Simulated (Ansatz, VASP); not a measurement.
**ZnO: VASP beside Ansatz**

The input INCAR:

```
SYSTEM = ZnO
  PREC = Accurate
  ENCUT = 1000
  EDIFF = 1E-8
  ISMEAR = -1
  SIGMA = 0.02
  LREAL = .FALSE.
  LASPH = .TRUE.
  NELM = 120
  ALGO = Normal
  ISIF = 2
  LWAVE = .FALSE.
  LCHARG = .FALSE.
  GGA = PS
  LEFG = .TRUE.
  NBANDS = 26
  GGA_COMPAT = .FALSE.
```

KPOINTS

```
regular mesh
0
G
  8 8 5
  0 0 0
```

POSCAR

```
ZnO
1.0
    3.2493080000      0.0000000000      0.0000000000
   -1.6246540000      2.8139832727      0.0000000000
    0.0000000000      0.0000000000      5.2057090000
Zn O
2 2
Direct
    0.3333333333      0.6666666667      0.5000000000
    0.6666666667      0.3333333333      0.0000000000
    0.6666666667      0.3333333333      0.3790100000
    0.3333333333      0.6666666667      0.8790100000
```

Input for Ansatz:

```yaml
crystal:
  lattice:
    - [3.249308, 0.0, 0.0]
    - [-1.624654, 2.8139832727, 0.0]
    - [0.0, 0.0, 5.205709]
  atoms:
    - { symbol: Zn, position: [0.3333333333, 0.6666666667, 0.5] }
    - { symbol: Zn, position: [0.6666666667, 0.3333333333, 0.0] }
    - { symbol: O, position: [0.6666666667, 0.3333333333, 0.37901] }
    - { symbol: O, position: [0.3333333333, 0.6666666667, 0.87901] }
kpoints:
  mp_grid: { grid: [8, 8, 5] }
scf:
  occupations: { method: fermi_dirac, width: 0.02 }
hamiltonian:
  xc: pbesol
  pseudopotentials: { kind: paw }
output:
  forces: true
  stress: true
  populations: true
  efg:
    quadrupole_moments_barn: { Zn: 0.122, O: -0.02558 }
    contact_densities: true
basis:
  ecutwfc: 600
```

Alike in both runs: task electric field gradients; functional PBEsol; k mesh 8 × 8 × 5; occupations fermi-dirac, width 0.02 eV; no spin polarisation.

```csv
,VASP,Ansatz
version,VASP 6.6.1,Ansatz 0.2.0
potentials or method,"VASP PAW PBE potentials, release 64 (Zn, O_h), cutoff 1000 eV","plane-wave PAW, scalar-relativistic"
valence electrons in the cell,36,36
```

Ansatz gave:

```
rms of the force components (eV/Å)                   : 0.036
size of Vzz on the site where it differs most (V/Å²) : 1.8
```

Task: Estimate VASP's values.

Result: rms of the force components (eV/Å): 0.037; size of Vzz on the site where it differs most (V/Å²): 1.9.

VASP's potentials were made for PBE, not for PBEsol. Atom by atom the forces differ by 0.002 eV/Å (rms over components). With one functional, cell and mesh, what is left measures potentials, basis and numerics.
